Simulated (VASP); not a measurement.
Crystal: Ga.

```
CELL_PARAMETERS angstrom
3.79134 -2.31101 0.00000
3.79134 2.31101 0.00000
0.00000 0.00000 4.45813
ATOMIC_POSITIONS crystal
Ga 0.66555 0.00969 0.25000
Ga 0.00969 0.66555 0.75000
Ga 0.33445 0.99031 0.75000
Ga 0.99031 0.33445 0.25000
```

This cell differs from its parent crystal: volume scaled by 0.98.

Base run:

| Item | Value |
| --- | --- |
| Program | VASP 6.6.1 |
| Functional | PBEsol |
| Potentials or basis | VASP PAW PBE potentials, release 64 (Ga_d) |
| Cutoff | 520 eV |
| k mesh | 7 × 7 × 6 |
| Occupations | fermi-dirac, width 0.05 eV |
| Spin | no spin polarisation |

Its results: band gap on the k mesh zero (band 26 reaches 5.27 eV, above the bottom of band 27 at 4.54 eV); pressure 1.0 GPa; largest force 0.039 eV/Å.

Problem. The run is repeated on the same cell with these changes: functional from PBEsol to PBE. What comes out?

Solution. Band gap on the k mesh zero (band 26 reaches 5.44 eV, above the bottom of band 27 at 4.70 eV); pressure 4.6 GPa; largest force 0.064 eV/Å.

PBE binds less tightly than PBEsol, so the same cell stands under more pressure.

Caveats: the PAW data sets were made with another functional, which shifts forces and pressure a little (some runs).
